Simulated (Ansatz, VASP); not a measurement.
# One calculation of Mg, two programs

```
CELL_PARAMETERS angstrom
0.00000 2.21885 2.21885
2.21885 0.00000 2.21885
2.21885 2.21885 0.00000
ATOMIC_POSITIONS crystal
Mg 0.00000 0.00000 0.00000
```

Alike in both runs: task single point; functional revPBE; k mesh 13 × 13 × 13; occupations fermi-dirac, width 0.1 eV; no spin polarisation.

|  | VASP | Ansatz |
| --- | --- | --- |
| version | VASP 6.6.1 | Ansatz 0.2.0 |
| potentials or method | VASP PAW PBE potentials, release 64 (Mg), cutoff 520 eV | plane waves (420 eV) with PAW, scalar-relativistic |
| valence electrons in the cell | 2 | 10 |

Ansatz gave:

```
pressure (GPa) : 3.4
```

Task: Estimate VASP's values.

Result: Pressure (GPa): 3.2.

VASP's potentials were made for PBE, not for revPBE. With one functional, cell and mesh, what is left measures potentials, basis and numerics. VASP's potentials hold 2 valence electrons a cell and Ansatz's 10, so a difference there can come from the potentials and not from the codes.
